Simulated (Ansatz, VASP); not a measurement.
# C: VASP beside Ansatz

```xyz
4
Lattice="1.2228 -2.1167 0.0000 1.2228 2.1167 0.0000 0.0000 0.0000 6.7225" Properties=species:S:1:pos:R:3 pbc="T T T"
C     1.2228    1.7640    5.0419
C     1.2228   -0.3527    1.6806
C     1.2228   -1.7640    1.6806
C     1.2228    0.3527    5.0419
```

Alike in both runs: functional LDA; k mesh 18 × 18 × 6; occupations fermi-dirac, width 0.15 eV; no spin polarisation.

Ansatz relaxed the structure, and its values are those at the end. VASP's run is a single point on that final structure, the one shown.

|  | VASP | Ansatz |
| --- | --- | --- |
| version | VASP 6.6.1 | Ansatz 0.2.0 |
| potentials or method | VASP PAW LDA potentials, release 64 (C), cutoff 520 eV | scalar-relativistic, plane waves, PAW |
| valence electrons in the cell | 16 | 16 |

```tsv
	VASP	Ansatz	Ansatz less VASP
gap on the k mesh at the Fermi level (eV)	none	none	-
pressure (GPa)	0.8	0.0	-0.80
```

LDA's correlation is that of Perdew and Zunger in VASP and of Perdew and Wang (1992) in Ansatz. A gap of «none» marks a metal or a gap that the smearing closes. Ansatz's warnings: structure snapped to symmetry.
